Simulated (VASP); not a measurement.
# Si16HC16 (a cell with a defect) in VASP: a series of runs

Aim: see how the results for Si16HC16 (a cell with a defect) move with the level of theory and the settings. Levels: LDA, r2SCAN. Tasks: single point.

Everything below comes from runs of VASP 6.6.1. Logs are shortened: lines on timing, memory, paths and dates and some standing lists are left out, and cuts for length are marked.

### Step 1. The cell of the first run

The cell holds a defect, 33 atoms: a = 6.188 Å, b = 6.188 Å, c = 10.129 Å, α = 90.00°, β = 90.00°, γ = 120.00°.

### Step 2. Single point, LDA

INCAR reads:

```
SYSTEM = Si16HC16
PREC = Accurate
ENCUT = 520
EDIFF = 1E-6
ISMEAR = -1
SIGMA = 0.01
LREAL = Auto
LASPH = .TRUE.
NELM = 120
ALGO = Normal
ISIF = 2
LWAVE = .FALSE.
LCHARG = .FALSE.
NBANDS = 86
NELECT = 128.0
GGA_COMPAT = .FALSE.
```

KPOINTS reads:

```
Automatic mesh
0
Gamma
  1 1 1
  0.25 0.25 0.25
```

POSCAR reads:

```
Si16HC16
1.0
    6.1882622200      0.0000000600      0.0000000000
   -3.0941311600      5.3591922600      0.0000000000
    0.0000000000      0.0000000000     10.1293014700
Si C H
16 16 1
Direct
    0.3363807700      0.1653933600      0.9415102900
    0.1709030900      0.3346560700      0.4385281100
    0.0064684700     -0.0101223500      0.6860784700
    0.0021164400      0.0000481300      0.1909828600
    0.3372883000      0.6655747000      0.9422537600
    0.1722299900      0.8374284500      0.4378419700
    0.0090702000      0.5245676200      0.6808867000
    0.0021409100      0.5003355000      0.1905938700
    0.8317800300      0.1596487000      0.9486342900
    0.6684531500      0.3357093900      0.4378332400
    0.5058322900      0.0052339800      0.6877916600
    0.5016249500      0.0005105000      0.1911844000
    0.8365390300      0.6638000300      0.9419787800
    0.6697899800      0.8346447400      0.4385609700
    0.5037433800      0.4991480300      0.6874952900
    0.5018097400      0.5007885800      0.1900600600
    0.3394615200      0.1661434500      0.7527055400
    0.1679259700      0.3346090700      0.2522583900
    0.0039241300      0.0004444100      0.5020312200
    0.0025308200     -0.0026627500      0.0038501400
    0.3414412600      0.6687132900      0.7528347100
    0.1684227400      0.8347180400      0.2523286700
    0.0038563400      0.5014873900      0.5001982400
    0.0023341800      0.4976861900      0.0029635200
    0.8449963000      0.1629896600      0.7560459200
    0.6678922300      0.3352334300      0.2518567900
    0.5069364900      0.0034824600      0.5033084400
    0.4992753600     -0.0023400400      0.0042546400
    0.8345513500      0.6631959400      0.7535150700
    0.6678883300      0.8349695500      0.2522445800
    0.5038638700      0.5014680600      0.5024339500
    0.5027785500      0.4992674000      0.0028207800
    0.0528576800      0.3182211600      0.7742246600
```

Potentials or basis: VASP PAW LDA potentials, release 64 (Si, C, H).

Command:

```console
$ cat potpaw_LDA.64/Si/POTCAR potpaw_LDA.64/C/POTCAR potpaw_LDA.64/H/POTCAR > POTCAR
$ mpirun -np 1 vasp_std > vasp.out
```

OUTCAR:

```text
SYSTEM = Si16HC16
   PREC = Accurate
   ENCUT = 520
   EDIFF = 1E-6
   ISMEAR = -1
   LREAL = Auto
   LASPH = .TRUE.
   NELM = 120
   ISIF = 2
   NELECT = 128.0

 ion  position               nearest neighbor table
   1  0.336  0.165  0.942-  28 1.88  32 1.89  20 1.90  17 1.91   9 3.08  12 3.09  13 3.09   5 3.09
                            16 3.09   5 3.10   4 3.10  13 3.10   9 3.11  11 3.12  15 3.13   3 3.13
   2  0.171  0.335  0.439-  18 1.89  23 1.90  31 1.90  19 1.90  10 3.08  16 3.08   6 3.08   4 3.08
                             8 3.09  15 3.09  14 3.09   7 3.10  14 3.10   6 3.11  10 3.11   3 3.12
   3  0.006  0.990  0.686-  19 1.87  29 1.88  17 1.91  25 1.93   7 2.89   6 3.04  11 3.04  15 3.07
                            14 3.09  15 3.12   2 3.12  13 3.13   1 3.13  11 3.15
   4  0.002  0.000  0.191-  22 1.88  20 1.90  30 1.90  18 1.90   9 3.03   6 3.07  14 3.08   2 3.08
                            12 3.09   8 3.09  16 3.09  16 3.10   8 3.10   1 3.10  12 3.10  13 3.10
   5  0.337  0.666  0.942-  32 1.88  28 1.89  24 1.90  21 1.92   9 3.06  16 3.07   8 3.09   1 3.09
                            13 3.09  13 3.10  12 3.10   1 3.10   9 3.13  15 3.14
   6  0.172  0.837  0.438-  22 1.88  19 1.89  23 1.91  27 1.91   7 2.98   3 3.04  12 3.06   4 3.07
                            10 3.08   2 3.08  14 3.09   8 3.09  11 3.10  14 3.10   2 3.11  10 3.11
   7  0.009  0.525  0.681-  33 1.72  23 1.83  29 1.84  21 1.93  25 2.08   3 2.89   6 2.98  11 3.03
                            15 3.05  10 3.07   2 3.10  13 3.13  15 3.14
   8  0.002  0.500  0.191-  18 1.88  26 1.90  22 1.90  24 1.90   9 3.06  13 3.07  10 3.08   2 3.09
                             6 3.09  16 3.09   5 3.09   4 3.09  12 3.09  12 3.10   4 3.10  16 3.10
   9  0.832  0.160  0.949-  28 1.87  20 1.87  24 1.89  25 1.95   4 3.03  12 3.03   8 3.06   5 3.06
                            13 3.08   1 3.08   1 3.11  13 3.11   5 3.13
  10  0.668  0.336  0.438-  26 1.88  31 1.89  27 1.90  23 1.91   7 3.07  16 3.08   2 3.08   6 3.08
                            12 3.08   8 3.08  15 3.08  14 3.08  11 3.09  14 3.10   6 3.11   2 3.11
  11  0.506  0.005  0.688-  27 1.87  17 1.87  21 1.92  25 1.95   7 3.03   3 3.04  15 3.06  10 3.09
                            14 3.10   6 3.10   1 3.12  15 3.13   3 3.15
  12  0.502  0.001  0.191-  30 1.88  22 1.89  28 1.89  26 1.90   9 3.03   6 3.06  10 3.08  14 3.08
                             1 3.09   4 3.09  16 3.09   8 3.09   8 3.10   5 3.10  16 3.10   4 3.10
  13  0.837  0.664  0.942-  24 1.88  32 1.89  20 1.89  29 1.91   8 3.07   9 3.08  16 3.09   1 3.09
                             5 3.09   5 3.10   1 3.10   4 3.10   9 3.11   3 3.13   7 3.13  15 3.13
  14  0.670  0.835  0.439-  30 1.89  27 1.89  31 1.90  19 1.90   4 3.08  12 3.08  10 3.08   6 3.09
                            16 3.09   3 3.09   2 3.09  11 3.10  15 3.10   2 3.10   6 3.10  10 3.10
  15  0.504  0.499  0.687-  31 1.87  29 1.89  21 1.90  17 1.90   7 3.05  11 3.06   3 3.07  10 3.08
                             2 3.09  14 3.10   3 3.12  11 3.13   1 3.13  13 3.13   5 3.14   7 3.14
  16  0.502  0.501  0.190-  26 1.88  32 1.90  18 1.90  30 1.90   5 3.07  10 3.08   2 3.08  13 3.09
                            14 3.09   8 3.09   4 3.09  12 3.09   1 3.09  12 3.10   4 3.10   8 3.10
  17  0.339  0.166  0.753-  11 1.87  15 1.90   3 1.91   1 1.91
  18  0.168  0.335  0.252-   8 1.88   2 1.89  16 1.90   4 1.90
  19  0.004  0.000  0.502-   3 1.87   6 1.89  14 1.90   2 1.90
  20  0.003  0.997  0.004-   9 1.87  13 1.89   4 1.90   1 1.90
  21  0.341  0.669  0.753-  15 1.90   5 1.92  11 1.92   7 1.93
[... 216 lines left out ...]
   LORBIT       =      0    0 simple, 1 ext, 2 COOP (PROOUT), +10 PAW based schemes
   GGA     = CA    functional components
   LHFCALC =     F    Hartree Fock is set to
   AEXX    =    0.0000 exact exchange contribution
   IVDW    =     0    specifies the selected vdW correction
   LEPSILON=     F    determine dielectric tensor
   LRPA    =     F    only Hartree local field effects (RPA)
 non-spin polarized calculation
  energy-cutoff  :      520.00
  volume of cell :      335.93
 maximum number of plane-waves:      9026
 NGX is ok and might be reduce to    48
   NGX = 23   NGY = 23   NGZ = 37

 number of electron     127.9999999 magnetization

 Free energy of the ion-electron system (eV)
  ---------------------------------------------------
  ext. energy  EPLUGINS =         0.00000000
  ---------------------------------------------------
  free energy    TOTEN  =      -282.89064291 eV

  energy without entropy =     -282.89064291  energy(sigma->0) =     -282.89064291

 E-fermi :   7.6304     XC(G=0): -11.5037

 val. band max:        7.3402061323   @ k =   0.2500   0.2500   0.2500
 cond. band min:      10.9303442975   @ k =   0.5000  -0.2500   0.2500
 fundamental gap:      3.5901381652
 Fermi energy:         7.6303717952

 k-point     1 :       0.2500    0.2500    0.2500
  band No.  band energies     occupation
      1      -6.9132      2.00000
      2      -6.0465      2.00000
      3      -5.7436      2.00000
      4      -5.4715      2.00000
      5      -5.0000      2.00000
      6      -4.8555      2.00000
[... 463 lines left out ...]
     75      13.3563      0.00000
     76      13.4612      0.00000
 [bands above 76 left out]

------------------------ aborting loop because EDIFF is reached ----------------------------------------

  FORCE on cell =-STRESS in cart. coord.  units (eV):
  Direction    XX          YY          ZZ          XY          YZ          ZX
  --------------------------------------------------------------------------------------
  -------------------------------------------------------------------------------------
  Total      -30.5549056    -31.0331067    -16.6911295     -3.9222585     -1.3893158     -0.5534647
  in kB     -145.7283285   -148.0090571    -79.6065428    -18.7067890     -6.6261920     -2.6396902
  external PRESSURE =    -124.4479761 kB  Pullay stress =       0.0000000 kB

 VOLUME and BASIS-vectors are now :
 -----------------------------------------------------------------------------
  energy-cutoff  :      520.00
  volume of cell :      335.93
      direct lattice vectors                 reciprocal lattice vectors
     6.188262220  0.000000060  0.000000000     0.161596254  0.093297643  0.000000000
    -3.094131160  5.359192260  0.000000000    -0.000000002  0.186595283  0.000000000
     0.000000000  0.000000000 10.129301470     0.000000000  0.000000000  0.098723491

 POSITION                                       TOTAL-FORCE (eV/Angst)
 -----------------------------------------------------------------------------------
      1.56986      0.88637      9.53684        -0.096133      0.065158      0.005670
      0.02212      1.79349      4.44198         0.091816     -0.044454      0.000533
     -3.02278      5.30494      6.94950         0.110980     -0.037520      0.007224
      0.01295      0.00026      1.93452        -0.082996      0.064315     -0.005353
      0.02785      3.56694      9.54437        -0.128305      0.047381     -0.001149
     -1.52531      4.48794      4.43503         0.092076     -0.052757     -0.013040
[... 25 lines left out ...]
      1.56653      2.67567      0.02857         0.070642     -0.066763      0.012046
     -0.65752      1.70541      7.84235         0.010124     -0.359850      0.087295
 -----------------------------------------------------------------------------------
    total drift:                               -0.077847     -0.011811     -0.072245

  FREE ENERGIE OF THE ION-ELECTRON SYSTEM (eV)
  ---------------------------------------------------
  free  energy   TOTEN  =      -282.8906429115 eV

  energy  without entropy=     -282.8906429115  energy(sigma->0) =     -282.89064291
```

OSZICAR:

```text
N       E                     dE             d eps       ncg     rms          rms(c)
DAV:   1     0.343556771848E+03    0.34356E+03   -0.58249E+04  1032   0.134E+03
DAV:   2    -0.272757491056E+03   -0.61631E+03   -0.58327E+03  1276   0.234E+02
DAV:   3    -0.311436213599E+03   -0.38679E+02   -0.38366E+02  1280   0.569E+01
DAV:   4    -0.312274753419E+03   -0.83854E+00   -0.83565E+00  1272   0.937E+00
DAV:   5    -0.312297917670E+03   -0.23164E-01   -0.23135E-01  1272   0.149E+00    0.350E+01
DAV:   6    -0.284038052913E+03    0.28260E+02   -0.95364E+01  1224   0.232E+01    0.158E+01
DAV:   7    -0.283188160392E+03    0.84989E+00   -0.75739E+00  1336   0.723E+00    0.650E+00
DAV:   8    -0.282930871506E+03    0.25729E+00   -0.59668E-01  1240   0.206E+00    0.214E+00
DAV:   9    -0.282890293913E+03    0.40578E-01   -0.84941E-02  1264   0.851E-01    0.325E-01
DAV:  10    -0.282890701735E+03   -0.40782E-03   -0.73516E-03  1240   0.273E-01    0.193E-01
DAV:  11    -0.282890683034E+03    0.18701E-04   -0.46320E-04  1296   0.742E-02    0.823E-02
DAV:  12    -0.282890643418E+03    0.39617E-04   -0.16926E-04  1240   0.436E-02    0.326E-02
DAV:  13    -0.282890644008E+03   -0.59012E-06   -0.41969E-05  1272   0.216E-02    0.109E-02
DAV:  14    -0.282890642960E+03    0.10479E-05   -0.40217E-06  1152   0.674E-03    0.441E-03
DAV:  15    -0.282890642912E+03    0.48336E-07   -0.96236E-07   664   0.312E-03
   1 F= -.28289064E+03 E0= -.28289064E+03  d E =-.569869E-13
```

stdout:

```text
POSCAR found type information on POSCAR SiC H
 POSCAR found :  3 types and      33 ions
 scaLAPACK will be used
 LDA part: xc-table for (Slater(with rela. corr.)+CA(PZ))
 , standard interpolation
 POSCAR, INCAR and KPOINTS ok, starting setup
 FFT: planning ... GRIDC
 FFT: planning ... GRID_SOFT
 FFT: planning ... GRID
 WAVECAR not read
 entering main loop
 the old and the new charge density differ
 old charge density:   129.00000 new  128.00000
    0.350E+01
```

Run time: 4.8 min. Hardware: 1 thread of Intel Xeon Platinum 8559C (Emerald Rapids), shared host; peak memory 0.39 GiB.

Results:

```
Free energy   : -282.8906 eV
Largest force : 0.370 eV/Å
```

Forces in eV/Å, atoms in the order of the input:
```
Si  -0.096  0.065  0.006
Si   0.092 -0.044  0.001
Si   0.111 -0.038  0.007
Si  -0.083  0.064 -0.005
Si  -0.128  0.047 -0.001
Si   0.092 -0.053 -0.013
Si   0.013  0.162 -0.131
Si  -0.084  0.061 -0.009
Si  -0.120  0.072  0.056
Si   0.116 -0.035 -0.018
Si   0.047 -0.137 -0.015
Si  -0.081  0.067 -0.006
Si  -0.104  0.050  0.004
Si   0.085 -0.052  0.001
Si   0.060 -0.028 -0.002
Si  -0.077  0.064 -0.009
C   -0.207  0.086  0.026
C    0.156 -0.100  0.002
C   -0.076  0.027  0.032
C    0.092 -0.043  0.005
C   -0.205  0.131 -0.104
C    0.152 -0.082  0.002
C   -0.093  0.052  0.001
C    0.066 -0.081  0.018
C    0.107  0.232  0.039
C    0.152 -0.109  0.007
C   -0.075  0.005 -0.002
C    0.090 -0.048 -0.012
C   -0.155  0.148 -0.002
C    0.154 -0.098  0.010
C   -0.083  0.038  0.013
C    0.071 -0.067  0.012
H    0.010 -0.360  0.087
```

Levels at points of the mesh, in eV from the Fermi level:
```csv
k point,band 60,band 61,band 62,band 63,band 64,band 65,band 66,band 67,band 68,band 69
"(0.25, 0.25, 0.25)",-1.19,-0.87,-0.82,-0.63,-0.29,3.35,3.92,4.03,4.24,4.41
```

Caveat: the k points lie up to 0.59 Å⁻¹ apart; the cell carries a net charge on a neutralising background, which shifts energy and pressure; the cell is charged against a uniform background, so pressure and absolute levels hang on convention.

(Continued in part 2 of 3.)
